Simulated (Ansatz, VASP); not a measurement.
**Two plane-wave programs on SnO2**

```
Sn O
1.0
     5.04583    0.00000    0.00000
     0.00000    5.04583    0.00000
     0.00000    0.00000    3.20057
Sn O
2 4
Direct
  0.00000 0.00000 0.00000
  0.50000 0.50000 0.50000
  0.30589 0.30589 0.00000
  0.19411 0.80589 0.50000
  0.69411 0.69411 0.00000
  0.80589 0.19411 0.50000
```

Change from the starting cell: strain +0.0600 x Voigt [1, 1, 0, 0, 0, 0], atoms carried along.

Alike in both runs: task single point; functional r2SCAN; k mesh 6 × 6 × 8; occupations gaussian, width 0.05 eV; no spin polarisation.

|  | VASP | Ansatz |
| --- | --- | --- |
| version | VASP 6.6.1 | Ansatz 0.2.0 |
| potentials or method | VASP PAW PBE potentials, release 64 (Sn_d, O), cutoff 520 eV | scalar-relativistic, plane waves, PAW |
| valence electrons in the cell | 52 | 52 |

|  | VASP | Ansatz | Ansatz less VASP |
| --- | --- | --- | --- |
| gap on the k mesh at the Fermi level (eV) | 0.73 | 0.72 | -0.007 |
| least direct gap on the mesh (eV) | 0.73 | 0.72 | -0.007 |
| pressure (GPa) | -16.4 | -17.1 | -0.71 |
| traceless stress, the component that is largest in VASP (GPa) | 3.76 | 3.37 | -0.391 |
| rms of the force components (eV/Å) | 0.215 | 0.236 | +0.0207 |

VASP's potentials were made for PBE, not for r2SCAN. Atom by atom the forces differ by 0.021 eV/Å (rms over components).
